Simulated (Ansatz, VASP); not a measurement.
One calculation of Ge, two programs

```
Ge
1.0
     4.00312    0.00000    0.00000
    -2.00156    3.46680    0.00000
     0.00000    0.00000   13.15671
Ge
8
Direct
  0.00000 0.00000 0.40685
  0.00000 0.00000 0.59315
  0.00000 0.00000 0.90685
  0.00000 0.00000 0.09315
  0.33333 0.66667 0.34406
  0.66667 0.33333 0.65594
  0.66667 0.33333 0.84406
  0.33333 0.66667 0.15594
```

Alike in both runs: task single point; functional PBEsol; k mesh 6 × 6 × 2; no spin polarisation.

```csv
,VASP,Ansatz
version,VASP 6.6.1,Ansatz 0.2.0
potentials or method,"VASP PAW PBE potentials, release 64 (Ge_d), cutoff 500 eV","plane waves, PAW"
occupations,"methfessel-paxton of order 1, width 0.1 eV",methfessel-paxton of order 1
valence electrons in the cell,112,112
```

|  | VASP | Ansatz | Ansatz less VASP |
| --- | --- | --- | --- |
| rms of the force components (eV/Å) | 0.005 | 0.004 | -0.0004 |

VASP's potentials were made for PBE, not for PBEsol. Atom by atom the forces differ by 0.000 eV/Å (rms over components).
